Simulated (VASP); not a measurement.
# TaN (P6_3mc) in VASP: a series of runs

TaN is run at these levels: PBE; tasks: single point.

Everything below comes from runs of VASP 6.6.1. Logs are shortened: lines on timing, memory, paths and dates and some standing lists are left out, and cuts for length are marked.

## (1) The cell of the first run

Symmetry: P6_3mc, No. 186, hexagonal system. Conventional cell: a = 2.767 Å, b = 2.767 Å, c = 6.000 Å, α = 90.00°, β = 90.00°, γ = 120.00°. Ta (site symmetry 3m) has 4 N at 1.85 to 1.97 Å within 2.4 Å. N (site symmetry 3m) has 4 Ta at 1.85 to 1.97 Å within 2.4 Å.

## (2) Single point, PBE, non-collinear spin, zero start, spin-orbit coupling

The input, INCAR:

```
SYSTEM = TaN
PREC = Accurate
ENCUT = 520
EDIFF = 1E-6
ISMEAR = 0
SIGMA = 0.05
LREAL = .False.
LASPH = .True.
NELM = 150
ALGO = Normal
ISIF = 2
LWAVE = .False.
LCHARG = .True.
MAGMOM = 0 0 0 0 0 0 0 0 0 0 0 0
LORBIT = 11
LSORBIT = .True.
GGA_COMPAT = .False.
LORBMOM = .True.
LMAXMIX = 4
GGA = PE
LVHAR = .True.
NBANDS = 46
```

The input, KPOINTS:

```
Automatic mesh
0
Gamma
  10 10 4
  0 0 0
```

The input, POSCAR:

```
TaN
1.0
    2.7673888859      0.0000000000      0.0000000000
   -1.3836944430      2.3966290774      0.0000000000
    0.0000000000      0.0000000000      6.0004933302
Ta N
2 2
Direct
    0.3333333333      0.6666666667      0.0387624884
    0.6666666667      0.3333333333      0.5387624884
    0.3333333333      0.6666666667      0.3462375116
    0.6666666667      0.3333333333      0.8462375116
```

Potentials or basis: VASP PAW PBE potentials, release 64 (Ta_pv, N).

Run with:

```
$ cat potpaw_PBE.64/Ta_pv/POTCAR potpaw_PBE.64/N/POTCAR > POTCAR
$ mpirun -np 1 vasp_ncl > vasp.out
```

OUTCAR:

```text
SYSTEM = TaN
   PREC = Accurate
   ENCUT = 520
   EDIFF = 1E-6
   ISMEAR = 0
   LREAL = .False.
   LASPH = .True.
   NELM = 150
   ISIF = 2
   LORBIT = 11
   LSORBIT = .True.
   GGA = PE

 ion  position               nearest neighbor table
   1  0.333  0.667  0.039-   3 1.85   4 1.97   4 1.97   4 1.97   2 3.40   2 3.40   2 3.40   2 3.40
                             2 3.40   2 3.40
   2  0.667  0.333  0.539-   4 1.85   3 1.97   3 1.97   3 1.97   1 3.40   1 3.40   1 3.40   1 3.40
                             1 3.40   1 3.40
   3  0.333  0.667  0.346-   1 1.85   2 1.97   2 1.97   2 1.97
   4  0.667  0.333  0.846-   2 1.85   1 1.97   1 1.97   1 1.97

  LATTYP: Found a hexagonal cell.
 ALAT       =     2.7673888859
 C/A-ratio  =     2.1682869946

  Lattice vectors:

 A1 = (   2.7673888859,   0.0000000000,   0.0000000000)
 A2 = (  -1.3836944430,   2.3966290774,   0.0000000000)
 A3 = (   0.0000000000,   0.0000000000,   6.0004933302)

Analysis of symmetry for initial positions (statically):
=====================================================================
 Subroutine PRICEL returns:
 Original cell was already a primitive cell.

 Routine SETGRP: Setting up the symmetry group for a
 hexagonal supercell.

 Subroutine GETGRP returns: Found 12 space group operations
 (whereof  6 operations were pure point group operations)
 out of a pool of 24 trial point group operations.

The static configuration has the point symmetry C_3v.
 The point group associated with its full space group is C_6v.

Analysis of symmetry for dynamics (positions and initial velocities):
=====================================================================
 Subroutine PRICEL returns:
 Original cell was already a primitive cell.

 Routine SETGRP: Setting up the symmetry group for a
 hexagonal supercell.

 Subroutine GETGRP returns: Found 12 space group operations
 (whereof  6 operations were pure point group operations)
 out of a pool of 24 trial point group operations.

The dynamic configuration has the point symmetry C_3v.
 The point group associated with its full space group is C_6v.

Analysis of structural, dynamic, and magnetic symmetry:
=====================================================================
 Subroutine PRICEL returns:
 Original cell was already a primitive cell.

 Routine SETGRP: Setting up the symmetry group for a
 hexagonal supercell.

 Subroutine GETGRP returns: Found 12 space group operations
 (whereof  6 operations were pure point group operations)
 out of a pool of 24 trial point group operations.

The overall configuration has the point symmetry C_3v.
 The point group associated with its full space group is C_6v.

 Subroutine INISYM returns: Found 12 space group operations
 (whereof  6 operations are pure point group operations),
 and found     1 'primitive' translations

----------------------------------------------------------------------------------------

                                     Primitive cell

  volume of cell :      39.7977

  direct lattice vectors                    reciprocal lattice vectors
     2.767388886  0.000000000  0.000000000     0.361351455  0.208626360  0.000000000
    -1.383694443  2.396629077  0.000000000     0.000000000  0.417252719  0.000000000
     0.000000000  0.000000000  6.000493330     0.000000000  0.000000000  0.166652964

  length of vectors
     2.767388886  2.767388886  6.000493330     0.417252719  0.417252719  0.166652964

  position of ions in fractional coordinates (direct lattice)
     0.333333333  0.666666667  0.038762488
     0.666666667  0.333333333  0.538762488
     0.333333333  0.666666667  0.346237512
     0.666666667  0.333333333  0.846237512

  ion indices of the primitive-cell ions
   primitive index   ion index
                 1           1
[... 120 lines left out ...]

 Free energy of the ion-electron system (eV)
  ---------------------------------------------------
  ext. energy  EPLUGINS =         0.00000000
  ---------------------------------------------------
  free energy    TOTEN  =       -41.10792043 eV

  energy without entropy =      -41.10744432  energy(sigma->0) =      -41.10768237

 E-fermi :   8.9525     XC(G=0): -13.6204

 val. band max:        8.9044733741   @ k =  -0.1000   0.0000  -0.2500
 cond. band min:       8.9938883377   @ k =   0.2000   0.2000   0.2500
 fundamental gap:      0.0894149636
 Fermi energy:         8.9524654946

 k-point     1 :       0.0000    0.0000    0.0000
  band No.  band energies     occupation
      1     -30.7328      1.00000
      2     -30.7328      1.00000
      3     -30.5611      1.00000
      4     -30.5611      1.00000
      5     -23.7231      1.00000
      6     -23.7231      1.00000
[... 1117 lines left out ...]
     43      15.4189      0.00000
     44      15.5667      0.00000

 [... further k-points ...]

 [bands above 44 left out]

------------------------ aborting loop because EDIFF is reached ----------------------------------------

  FORCE on cell =-STRESS in cart. coord.  units (eV):
  Direction    XX          YY          ZZ          XY          YZ          ZX
  --------------------------------------------------------------------------------------
  -------------------------------------------------------------------------------------
  Total       27.5694307     27.5694307     28.0862493     -0.0000000     -0.0000000      0.0000000
  in kB     1109.8911974   1109.8911975   1130.6972988     -0.0000000     -0.0000000      0.0000000
  external PRESSURE =    1116.8265646 kB  Pullay stress =       0.0000000 kB

 VOLUME and BASIS-vectors are now :
 -----------------------------------------------------------------------------
  energy-cutoff  :      520.00
  volume of cell :       39.80
      direct lattice vectors                 reciprocal lattice vectors
     2.767388886  0.000000000  0.000000000     0.361351455  0.208626360  0.000000000
    -1.383694443  2.396629077  0.000000000     0.000000000  0.417252719  0.000000000
     0.000000000  0.000000000  6.000493330     0.000000000  0.000000000  0.166652964

 POSITION                                       TOTAL-FORCE (eV/Angst)
 -----------------------------------------------------------------------------------
     -0.00000      1.59775      0.23259        -0.000000     -0.000000     -0.025573
      1.38369      0.79888      3.23284        -0.000000      0.000000     -0.025573
     -0.00000      1.59775      2.07760         0.000000     -0.000000      0.025573
      1.38369      0.79888      5.07784        -0.000000      0.000000      0.025573
 -----------------------------------------------------------------------------------
    total drift:                               -0.000000      0.000000     -0.000462

  FREE ENERGIE OF THE ION-ELECTRON SYSTEM (eV)
  ---------------------------------------------------
  free  energy   TOTEN  =       -41.1079204259 eV

  energy  without entropy=      -41.1074443239  energy(sigma->0) =      -41.10768237

 orbital moment (x)

 # of ion     p       d       tot
 ----------------------------------------
  1        -0.000   0.000   0.000
  2        -0.000  -0.000  -0.000
  3        -0.000   0.000  -0.000
  4        -0.000   0.000  -0.000
 ----------------------------------------
           -0.000  -0.000  -0.000

 orbital moment (y)

 # of ion     p       d       tot
 ----------------------------------------
  1        -0.000   0.000   0.000
  2         0.000  -0.000  -0.000
  3        -0.000   0.000  -0.000
  4         0.000   0.000   0.000
 ----------------------------------------
           -0.000   0.000   0.000

 orbital moment (z)

 # of ion     p       d       tot
 ----------------------------------------
  1         0.000   0.000   0.000
  2         0.000   0.000   0.000
  3        -0.000   0.000  -0.000
  4         0.000   0.000   0.000
 ----------------------------------------
            0.000   0.000   0.000

 Spin-Orbit-Coupling matrix elements

 Ion:    1  E_soc:     -1.3401830
 l=   1
     0.0000000    -0.2088833    -0.2114705
    -0.2088833     0.0000000    -0.2088833
    -0.2114705    -0.2088833     0.0000000
 l=   2
     0.0000000    -0.0028743     0.0000000    -0.0028743    -0.0143146
    -0.0028743     0.0000000    -0.0068572    -0.0013283    -0.0028743
     0.0000000    -0.0068572     0.0000000    -0.0068572     0.0000000
    -0.0028743    -0.0013283    -0.0068572     0.0000000    -0.0028743
    -0.0143146    -0.0028743     0.0000000    -0.0028743     0.0000000
 l=   3
     0.0000000     0.0000000     0.0000000     0.0000000     0.0000000     0.0000000     0.0000000
     0.0000000     0.0000000     0.0000000     0.0000000     0.0000000     0.0000000     0.0000000
     0.0000000     0.0000000     0.0000000     0.0000000     0.0000000     0.0000000     0.0000000
     0.0000000     0.0000000     0.0000000     0.0000000     0.0000000     0.0000000     0.0000000
[... 49 lines left out ...]
 l=   2
     0.0000000     0.0000000     0.0000000     0.0000000     0.0000000
     0.0000000     0.0000000     0.0000000     0.0000000     0.0000000
     0.0000000     0.0000000     0.0000000     0.0000000     0.0000000
     0.0000000     0.0000000     0.0000000     0.0000000     0.0000000
     0.0000000     0.0000000     0.0000000     0.0000000     0.0000000
 l=   3
     0.0000000     0.0000000     0.0000000     0.0000000     0.0000000     0.0000000     0.0000000
     0.0000000     0.0000000     0.0000000     0.0000000     0.0000000     0.0000000     0.0000000
     0.0000000     0.0000000     0.0000000     0.0000000     0.0000000     0.0000000     0.0000000
     0.0000000     0.0000000     0.0000000     0.0000000     0.0000000     0.0000000     0.0000000
     0.0000000     0.0000000     0.0000000     0.0000000     0.0000000     0.0000000     0.0000000
     0.0000000     0.0000000     0.0000000     0.0000000     0.0000000     0.0000000     0.0000000
     0.0000000     0.0000000     0.0000000     0.0000000     0.0000000     0.0000000     0.0000000

 total charge

# of ion       s       p       d       tot
------------------------------------------
    1        0.416   6.380   2.872   9.668
    2        0.416   6.380   2.872   9.668
    3        1.292   2.671   0.000   3.963
    4        1.292   2.671   0.000   3.963
--------------------------------------------------
tot          3.415  18.101   5.745  27.261

 magnetization (x)

# of ion       s       p       d       tot
------------------------------------------
    1       -0.000   0.000  -0.000  -0.000
    2        0.000  -0.000   0.000   0.000
    3       -0.000   0.000   0.000   0.000
    4        0.000  -0.000   0.000  -0.000
--------------------------------------------------
tot          0.000  -0.000  -0.000  -0.000

 magnetization (y)

# of ion       s       p       d       tot
------------------------------------------
    1        0.000   0.000  -0.000  -0.000
    2        0.000   0.000  -0.000  -0.000
    3        0.000   0.000   0.000   0.000
    4        0.000   0.000   0.000   0.000
--------------------------------------------------
tot          0.000   0.000  -0.000  -0.000

 magnetization (z)

# of ion       s       p       d       tot
------------------------------------------
    1       -0.000   0.000  -0.000  -0.000
    2       -0.000   0.000  -0.000  -0.000
    3        0.000  -0.000   0.000  -0.000
    4       -0.000   0.000   0.000   0.000
--------------------------------------------------
tot         -0.000   0.000  -0.000  -0.000
```

It took 88 s on 1 thread of Intel Xeon 6975P-C (Granite Rapids), shared host; peak memory 0.36 GiB.

What came out:

* Free energy: -41.1079 eV
* Pressure: 111.7 GPa
* Largest force: 0.026 eV/Å
* Net moment: 0.00 μB per cell
* Valence electrons inside the program's atomic spheres: Ta 9.67; N 3.96

Forces in eV/Å, atoms in the order of the input:
```
Ta   0.000  0.000 -0.026
Ta   0.000  0.000 -0.026
N    0.000  0.000  0.026
N    0.000  0.000  0.026
```

Moments on the atoms (μB; x, y, z):
```
Ta  0.00 0.00 0.00
Ta  0.00 0.00 0.00
N   0.00 0.00 0.00
N   0.00 0.00 0.00
```

Caveat: the cell stands under pressure.

## (3) Single point, PBE, collinear spin

The input, INCAR:

```
SYSTEM = TaN
ALGO = Normal ; EDIFF = 1E-7
ENCUT = 520 ; GGA = PE
ISIF = 2 ; ISMEAR = 0
ISPIN = 2 ; LASPH = .True.
LCHARG = .False. ; LMAXMIX = 4
LORBIT = 11 ; LREAL = .False.
LWAVE = .False. ; MAGMOM = 0.05 0.05 0 0
NBANDS = 28 ; NELM = 150
PREC = Accurate ; SIGMA = 0.05
```

The input, KPOINTS:

```
k-points
0
Gamma
  12 12 8
  0 0 0
```

POSCAR is that of step 2.

Potentials or basis: VASP PAW PBE potentials, release 64 (Ta_pv, N).

Run with:

```
$ cat potpaw_PBE.64/Ta_pv/POTCAR potpaw_PBE.64/N/POTCAR > POTCAR
$ mpirun -np 1 vasp_std > vasp.out
```

Wall time 77 s (1 thread of Intel Xeon 6975P-C (Granite Rapids), shared host); peak memory 0.29 GiB.

The run converged. Its results:

| Item | Value |
| --- | --- |
| Free energy | -39.7550 eV |
| Pressure | 112.4 GPa |
| Largest force | 0.017 eV/Å |
| Band gap on the k mesh | 0.06 eV (least direct gap 0.21 eV) |
| Net moment | 0.00 μB per cell |
| Valence electrons inside the program's atomic spheres | Ta 9.66; N 3.97 |

Forces on the atoms (eV/Å):
```
Ta   0.000  0.000 -0.017
Ta   0.000  0.000 -0.017
N    0.000  0.000  0.017
N    0.000  0.000  0.017
```

Stress tensor (GPa, compression positive):
```
111.82   0.00   0.00
  0.00 111.82   0.00
  0.00   0.00 113.43
```

Levels at points of the mesh, in eV from the valence-band top:
Spin up:
```
           k point  band 14  band 15  band 16  band 17  band 18  band 19
(0.00, 0.00, 0.00)    -4.21    -1.65    -0.49     0.65     0.65     3.02
(0.50, 0.00, 0.00)    -3.53    -3.34    -0.08     1.67     3.45     3.82
(0.00, 0.00, 0.50)    -4.78    -0.34    -0.34     1.51     1.51     1.51
(0.50, 0.00, 0.50)    -4.86    -1.70    -1.70     2.57     2.57     5.89
```
Spin down:
```
           k point  band 13  band 14  band 15  band 16  band 17  band 18  band 19  band 20
(0.00, 0.00, 0.00)    -4.21    -4.21    -1.65    -0.49     0.65     0.65     3.02     3.02
(0.50, 0.00, 0.00)    -4.80    -3.53    -3.34    -0.08     1.67     3.45     3.82     6.43
(0.00, 0.00, 0.50)    -4.78    -4.78    -0.34    -0.34     1.51     1.51     1.51     1.51
(0.50, 0.00, 0.50)    -4.86    -4.86    -1.70    -1.70     2.57     2.57     5.89     5.89
```

Caveat: the cell stands under pressure; spin-orbit coupling is left out, which moves the levels of the heavy elements. A k mesh can miss the band edges.
